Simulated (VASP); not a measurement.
Here is a VASP 6.6.1 calculation.

File POSCAR:

```
KI
1.0
    0.0000000000      3.9658943916      3.9658943916
    3.9658943916      0.0000000000      3.9658943916
    3.9658943916      3.9658943916      0.0000000000
K I
1 1
Direct
    0.0000000000      0.0000000000      0.0000000000
    0.2500000000      0.2500000000      0.2500000000
```

The input INCAR.step1:

```
PREC = Accurate
ENCUT = 520
ISMEAR = 0
SIGMA = 0.01
LREAL = False
LASPH = True
NELM = 80
NBANDS = 15
GGA = PE
ALGO = Normal
EDIFF = 1E-4
LWAVE = True
LCHARG = False
```

The input INCAR.step2:

```
PREC = Accurate
ENCUT = 520
EDIFF = 1E-7
ISMEAR = 0
SIGMA = 0.01
LREAL = False
LASPH = True
NELM = 80
ALGO = Normal
ISIF = 2
LWAVE = False
LCHARG = False
METAGGA = R2SCAN
LMIXTAU = True
NBANDS = 15
ISTART = 1
```

File KPOINTS:

```
regular mesh
0
Gamma
  6 6 6
```

Potentials or basis: VASP PAW PBE potentials, release 64 (K_sv, I).

Command:

```sh
$ cat potpaw_PBE.64/K_sv/POTCAR potpaw_PBE.64/I/POTCAR > POTCAR
$ cp INCAR.step1 INCAR
$ mpirun -np 1 vasp_std > vasp.out
$ cp INCAR.step2 INCAR
$ mpirun -np 1 vasp_std > vasp.out
```

Q: What does it give for the pressure?

A: 0.0 GPa.

Q: Predict the band gap on the k mesh.

A: 4.47 eV, indirect (the least direct gap lies 2.7 meV higher).

Caveat: the PAW data sets were made with another functional, which shifts forces and pressure a little; spin-orbit coupling is left out, which moves the levels of the heavy elements. r2SCAN opens gaps a little over a GGA but as a rule still falls short of measured ones.
